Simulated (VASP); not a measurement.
# Na2S (Fm-3m) in VASP: further runs, part 2 of 2

VASP 6.6.1. The steps go on from the part before.

## (4) Single point, PBE

This run uses another cell than the first one, of 23.61 Å³/atom.

INCAR reads:

```
PREC = Accurate
ENCUT = 500
EDIFF = 1E-6
ISMEAR = -1
SIGMA = 0.02
LREAL = F
LASPH = T
NELM = 120
ALGO = Normal
ISIF = 2
LWAVE = F
LCHARG = F
GGA = PE
NBANDS = 17
GGA_COMPAT = F
```

KPOINTS reads:

```
regular mesh
0
Gamma
  6 6 6
```

POSCAR reads:

```
Na2S
1.0
    0.0000000000      3.2840056473      3.2840056473
    3.2840056473      0.0000000000      3.2840056473
    3.2840056473      3.2840056473      0.0000000000
Na S
2 1
Direct
    0.2500000000      0.2500000000      0.2500000000
    0.7500000000      0.7500000000      0.7500000000
    0.0000000000      0.0000000000      0.0000000000
```

Potentials or basis: VASP PAW PBE potentials, release 64 (Na_pv, S).

Command:

```bash
$ cat potpaw_PBE.64/Na_pv/POTCAR potpaw_PBE.64/S/POTCAR > POTCAR
$ mpirun -np 1 vasp_std > vasp.out
```

OUTCAR:

```text
PREC = Accurate
   ENCUT = 500
   EDIFF = 1E-6
   ISMEAR = -1
   LREAL = F
   LASPH = T
   NELM = 120
   ISIF = 2
   GGA = PE

 ion  position               nearest neighbor table
   1  0.250  0.250  0.250-
   2  0.750  0.750  0.750-
   3  0.000  0.000  0.000-

  LATTYP: Found a face centered cubic cell.
 ALAT       =     6.5680112946

  Lattice vectors:

 A1 = (   0.0000000000,   3.2840056473,   3.2840056473)
 A2 = (   3.2840056473,   0.0000000000,   3.2840056473)
 A3 = (   3.2840056473,   3.2840056473,   0.0000000000)

Analysis of symmetry for initial positions (statically):
=====================================================================
 Subroutine PRICEL returns:
 Original cell was already a primitive cell.

 Routine SETGRP: Setting up the symmetry group for a
 face centered cubic supercell.

 Subroutine GETGRP returns: Found 48 space group operations
 (whereof 48 operations were pure point group operations)
 out of a pool of 48 trial point group operations.

The static configuration has the point symmetry O_h .

Analysis of symmetry for dynamics (positions and initial velocities):
=====================================================================
 Subroutine PRICEL returns:
 Original cell was already a primitive cell.

 Routine SETGRP: Setting up the symmetry group for a
 face centered cubic supercell.

 Subroutine GETGRP returns: Found 48 space group operations
 (whereof 48 operations were pure point group operations)
 out of a pool of 48 trial point group operations.

The dynamic configuration has the point symmetry O_h .

 Subroutine INISYM returns: Found 48 space group operations
 (whereof 48 operations are pure point group operations),
 and found     1 'primitive' translations

----------------------------------------------------------------------------------------

                                     Primitive cell

  volume of cell :      70.8340

  direct lattice vectors                    reciprocal lattice vectors
     0.000000000  3.284005647  3.284005647    -0.152253088  0.152253088  0.152253088
     3.284005647  0.000000000  3.284005647     0.152253088 -0.152253088  0.152253088
     3.284005647  3.284005647  0.000000000     0.152253088  0.152253088 -0.152253088

  length of vectors
     4.644285325  4.644285325  4.644285325     0.263710084  0.263710084  0.263710084

  position of ions in fractional coordinates (direct lattice)
     0.250000000  0.250000000  0.250000000
     0.750000000  0.750000000  0.750000000
     0.000000000  0.000000000  0.000000000

  ion indices of the primitive-cell ions
   primitive index   ion index
                 1           1
                 2           2
                 3           3

----------------------------------------------------------------------------------------

 KPOINTS: regular mesh

Automatic generation of k-mesh.
 Grid dimensions read from file:
 generate k-points for:    6    6    6

 Generating k-lattice:

  Cartesian coordinates                     Fractional coordinates (reciprocal lattice)
    -0.025375515  0.025375515  0.025375515     0.166666667  0.000000000  0.000000000
     0.025375515 -0.025375515  0.025375515     0.000000000  0.166666667  0.000000000
     0.025375515  0.025375515 -0.025375515     0.000000000  0.000000000  0.166666667

  Length of vectors
     0.043951681  0.043951681  0.043951681

  Shift w.r.t. Gamma in fractional coordinates (k-lattice)
     0.000000000  0.000000000  0.000000000

 Subroutine IBZKPT returns following result:
 ===========================================

 Found     16 irreducible k-points:

 Following reciprocal coordinates:
            Coordinates               Weight
  0.000000  0.000000  0.000000      1.000000
  0.166667  0.000000  0.000000      8.000000
  0.333333  0.000000  0.000000      8.000000
  0.500000  0.000000  0.000000      4.000000
  0.166667  0.166667  0.000000      6.000000
  0.333333  0.166667  0.000000     24.000000
[... 8 lines left out ...]
 -0.333333  0.333333  0.166667     24.000000
 -0.333333  0.500000  0.166667     12.000000
   k-points           NKPTS =     16   k-points in BZ     NKDIM =     16   number of bands    NBANDS=     17
   number of dos      NEDOS =    301   number of ions     NIONS =      3
   total plane-waves  NPLWV =  46656
   dimension x,y,z NGX =    36 NGY =   36 NGZ =   36
   dimension x,y,z NGXF=    72 NGYF=   72 NGZF=   72
   ions per type =               2   1
   NGX,Y,Z   is equivalent  to a cutoff of  12.89, 12.89, 12.89 a.u.
   NGXF,Y,Z  is equivalent  to a cutoff of  25.77, 25.77, 25.77 a.u.
 SYSTEM =  unknown system
   PREC   = accura    normal or accurate (medium, high low for compatibility)
   ISTART =      0    job   : 0-new  1-cont  2-samecut
   ICHARG =      2    charge: 1-file 2-atom 10-const
   ISPIN  =      1    spin polarized calculation?
   LNONCOLLINEAR =      F non collinear calculations
   LSORBIT =      F    spin-orbit coupling
   LASPH  =      T    aspherical Exc in radial PAW
   ENCUT  =  500.0 eV  36.75 Ry    6.06 a.u.   8.47  8.47  8.47*2*pi/ulx,y,z
   NELM   =    120;   NELMIN=  2; NELMDL= -5     # of ELM steps
   EDIFF  = 0.1E-05   stopping-criterion for ELM
   LREAL  =      F    real-space projection
   EDIFFG = 0.1E-04   stopping-criterion for IOM
   NSW    =      0    number of steps for IOM
   IBRION =     -1    ionic relax: 0-MD 1-quasi-New 2-CG
   NFREE  =      0    steps in history (QN), initial steepest desc. (CG)
   ISIF   =      2    stress and relaxation
   ISYM   =      2    0-nonsym 1-usesym 2-fastsym
   POTIM  = 0.5000    time-step for ionic-motion
   TEBEG  =    0.0;   TEEND  =   0.0 temperature during run
   PSTRESS=    0.0 pullay stress
   NELECT =      20.0000    total number of electrons
   NUPDOWN=      -1.0000    fix difference up-down
   EMIN   =  10.00;   EMAX   =-10.00  energy-range for DOS
   EFERMI =   0.00;   METHOD = LEGACY
   ISMEAR =    -1;   SIGMA  =   0.02  broadening in eV -4-tet -1-fermi 0-gaus
   EFERMI_NEDOS =   21; number of points for ismear=-14 and -15
   IALGO  =     38    algorithm
   IMIX   =      4    mixing-type and parameters
     AMIX     =   0.40;   BMIX     =  1.00
     AMIX_MAG =   1.60;   BMIX_MAG =  1.00
  volume/ion in A,a.u.               =      23.61       159.34
  Fermi-wavevector in a.u.,A,eV,Ry     =   1.074000  2.029566 15.693993  1.153476
  Thomas-Fermi vector in A             =   2.209816
   LORBIT       =      0    0 simple, 1 ext, 2 COOP (PROOUT), +10 PAW based schemes
   GGA     = PE    functional components
   LHFCALC =     F    Hartree Fock is set to
   AEXX    =    0.0000 exact exchange contribution
   IVDW    =     0    specifies the selected vdW correction
   LEPSILON=     F    determine dielectric tensor
   LRPA    =     F    only Hartree local field effects (RPA)
 non-spin polarized calculation
  energy-cutoff  :      500.00
  volume of cell :       70.83
 maximum number of plane-waves:      1820
 NGX is ok and might be reduce to    36
   NGX = 17   NGY = 17   NGZ = 17

 number of electron      19.9999995 magnetization

 Free energy of the ion-electron system (eV)
  ---------------------------------------------------
  ext. energy  EPLUGINS =         0.00000000
  ---------------------------------------------------
  free energy    TOTEN  =        -9.97604893 eV

  energy without entropy =       -9.97604893  energy(sigma->0) =       -9.97604893

 E-fermi :   0.5907     XC(G=0):  -7.7764

 val. band max:        0.1365227142   @ k =   0.0000   0.0000   0.0000
 cond. band min:       2.5814721972   @ k =   0.0000   0.0000   0.0000
 fundamental gap:      2.4449494829
 Fermi energy:         0.5906882850

 k-point     1 :       0.0000    0.0000    0.0000
  band No.  band energies     occupation
      1     -22.1320      2.00000
      2     -22.1320      2.00000
      3     -22.1320      2.00000
      4     -22.0805      2.00000
      5     -22.0805      2.00000
      6     -22.0805      2.00000
[... 9 lines left out ...]
     16       9.4634      0.00000
     17      11.2875      0.00000
[... 281 lines left out ...]
 k-point    16 :      -0.3333    0.5000    0.1667
  band No.  band energies     occupation
      1     -22.1536      2.00000
      2     -22.1455      2.00000
      3     -22.1254      2.00000
      4     -22.0909      2.00000
      5     -22.0721      2.00000
      6     -22.0689      2.00000
[... 9 lines left out ...]
     16      11.2291      0.00000
     17      11.9870      0.00000

------------------------ aborting loop because EDIFF is reached ----------------------------------------

  FORCE on cell =-STRESS in cart. coord.  units (eV):
  Direction    XX          YY          ZZ          XY          YZ          ZX
  --------------------------------------------------------------------------------------
  -------------------------------------------------------------------------------------
  Total        0.0005501      0.0005501      0.0005501      0.0000000      0.0000000     -0.0000000
  in kB        0.0124420      0.0124420      0.0124420      0.0000000      0.0000000     -0.0000000
  external PRESSURE =       0.0124420 kB  Pullay stress =       0.0000000 kB

 VOLUME and BASIS-vectors are now :
 -----------------------------------------------------------------------------
  energy-cutoff  :      500.00
  volume of cell :       70.83
      direct lattice vectors                 reciprocal lattice vectors
     0.000000000  3.284005647  3.284005647    -0.152253088  0.152253088  0.152253088
     3.284005647  0.000000000  3.284005647     0.152253088 -0.152253088  0.152253088
     3.284005647  3.284005647  0.000000000     0.152253088  0.152253088 -0.152253088

 POSITION                                       TOTAL-FORCE (eV/Angst)
 -----------------------------------------------------------------------------------
      1.64200      1.64200      1.64200         0.000000      0.000000      0.000000
      4.92601      4.92601      4.92601        -0.000000     -0.000000     -0.000000
      0.00000      0.00000      0.00000         0.000000     -0.000000      0.000000
 -----------------------------------------------------------------------------------
    total drift:                                0.000000      0.000000      0.000000

  FREE ENERGIE OF THE ION-ELECTRON SYSTEM (eV)
  ---------------------------------------------------
  free  energy   TOTEN  =        -9.9760489300 eV

  energy  without entropy=       -9.9760489300  energy(sigma->0) =       -9.97604893
```

OSZICAR:

```text
N       E                     dE             d eps       ncg     rms          rms(c)
DAV:   1     0.148093721238E+03    0.14809E+03   -0.10316E+04   544   0.122E+03
DAV:   2     0.823255239620E+00   -0.14727E+03   -0.14265E+03   571   0.317E+02
DAV:   3    -0.106134048467E+02   -0.11437E+02   -0.11346E+02   686   0.880E+01
DAV:   4    -0.108255605511E+02   -0.21216E+00   -0.21180E+00   635   0.127E+01
DAV:   5    -0.108298698307E+02   -0.43093E-02   -0.43085E-02   770   0.183E+00    0.369E+00
DAV:   6    -0.100169550474E+02    0.81291E+00   -0.16238E+00   696   0.546E+00    0.291E+00
DAV:   7    -0.996488023209E+01    0.52075E-01   -0.23128E-01   657   0.200E+00    0.193E+00
DAV:   8    -0.997456209424E+01   -0.96819E-02   -0.19933E-02   569   0.111E+00    0.609E-01
DAV:   9    -0.997470904575E+01   -0.14695E-03   -0.51453E-04   747   0.130E-01    0.700E-01
DAV:  10    -0.997637171960E+01   -0.16627E-02   -0.34303E-03   555   0.369E-01    0.561E-01
DAV:  11    -0.997609474316E+01    0.27698E-03   -0.60415E-04   633   0.100E-01    0.223E-01
DAV:  12    -0.997605920178E+01    0.35541E-04   -0.10616E-04   563   0.493E-02    0.921E-02
DAV:  13    -0.997605142668E+01    0.77751E-05   -0.14498E-05   716   0.170E-02    0.584E-02
DAV:  14    -0.997604894422E+01    0.24825E-05   -0.21649E-05   665   0.197E-02    0.145E-03
DAV:  15    -0.997604892997E+01    0.14253E-07   -0.33569E-07   450   0.332E-03
   1 F= -.99760489E+01 E0= -.99760489E+01  d E =-.481776E-11
```

It took 17 s on 1 thread of Intel Xeon Platinum 8488C (Sapphire Rapids), shared host; peak memory 0.19 GiB.

Results:

```
Free energy            : -9.9760 eV
Pressure               : 0.0 GPa
Band gap on the k mesh : 2.44 eV
```

Levels at points of the mesh, in eV from the valence-band top:
| k point | band 6 | band 7 | band 8 | band 9 | band 10 | band 11 | band 12 | band 13 | band 14 | band 15 |
| --- | --- | --- | --- | --- | --- | --- | --- | --- | --- | --- |
| (0.00, 0.00, 0.00) | -22.22 | -10.12 | 0.00 | 0.00 | 0.00 | 2.45 | 7.70 | 7.70 | 7.70 | 9.33 |
| (0.50, 0.00, 0.00) | -22.24 | -9.89 | -1.62 | -0.13 | -0.13 | 4.74 | 6.40 | 7.12 | 7.12 | 11.07 |
| (0.50, 0.50, 0.00) | -22.20 | -9.81 | -1.45 | -0.45 | -0.45 | 3.84 | 5.96 | 8.36 | 9.69 | 9.69 |

## (5) Single point, PBEsol

This run uses another cell than the first one, of 22.89 Å³/atom.

INCAR, as its differences from that of step 4:

```diff
@@ -12,3 +12,3 @@
 LCHARG = F
-GGA = PE
+GGA = PS
 NBANDS = 17
```

KPOINTS reads:

```
Automatic mesh
0
Gamma
  6 6 6
```

POSCAR reads:

```
Na2S
1.0
    0.0000000000      3.2502828887      3.2502828887
    3.2502828887      0.0000000000      3.2502828887
    3.2502828887      3.2502828887      0.0000000000
Na S
2 1
Direct
    0.2500000000      0.2500000000      0.2500000000
    0.7500000000      0.7500000000      0.7500000000
    0.0000000000      0.0000000000      0.0000000000
```

Command:

```bash
$ cat potpaw_PBE.64/Na_pv/POTCAR potpaw_PBE.64/S/POTCAR > POTCAR
$ mpirun -np 1 vasp_std > vasp.out
```

Run time: 19 s. Hardware: 1 thread of Intel Xeon Platinum 8488C (Sapphire Rapids), shared host; peak memory 0.19 GiB.

The run converged. Its results:

* Free energy: -10.3748 eV
* Pressure: 0.1 GPa
* Band gap on the k mesh: 2.42 eV

Levels at points of the mesh, in eV from the valence-band top:
| k point | band 7 | band 8 | band 9 | band 10 | band 11 | band 12 | band 13 | band 14 |
| --- | --- | --- | --- | --- | --- | --- | --- | --- |
| (0.00, 0.00, 0.00) | -10.15 | 0.00 | 0.00 | 0.00 | 2.42 | 7.72 | 7.72 | 7.72 |
| (0.50, 0.00, 0.00) | -9.89 | -1.71 | -0.14 | -0.14 | 4.78 | 6.39 | 7.10 | 7.10 |
| (0.50, 0.50, 0.00) | -9.81 | -1.52 | -0.47 | -0.47 | 3.70 | 6.00 | 8.55 | 9.78 |

Caveat: the PAW data sets were made with another functional, which shifts forces and pressure a little. As with any semilocal functional, this PBEsol gap is likely too small.

## (6) Overview

```csv
level,potentials or basis,cell,cutoff (eV),smearing,grid for exact exchange (PRECFOCK),share of exact exchange,screening parameter,gap on the mesh (eV),pressure (GPa)
HSE06,"VASP PAW PBE potentials, release 64 (Na_pv, S)","a = 4.604 Å, angles 60.0°, 3 atoms",400,gaussian 0.01 eV,Normal,0.25,0.2079 1/Å,3.52,0.0
LDA,"VASP PAW LDA potentials, release 64 (Na_pv, S)","a = 4.514 Å, angles 60.0°, 3 atoms",500,fermi-dirac 0.02 eV,-,-,-,2.49,0.0
PBE,"VASP PAW PBE potentials, release 64 (Na_pv, S)","a = 4.644 Å, angles 60.0°, 3 atoms",500,fermi-dirac 0.02 eV,-,-,-,2.44,0.0
PBEsol,"VASP PAW PBE potentials, release 64 (Na_pv, S)","a = 4.597 Å, angles 60.0°, 3 atoms",500,fermi-dirac 0.02 eV,-,-,-,2.42,0.1
```

Alike in all rows: task single point; no spin polarisation; k mesh 6 × 6 × 6.

Caveats: the PAW data sets were made with another functional, which shifts forces and pressure a little (at least some runs).

Total energies depend on the potentials used, so only differences within one code and one set of settings carry meaning.
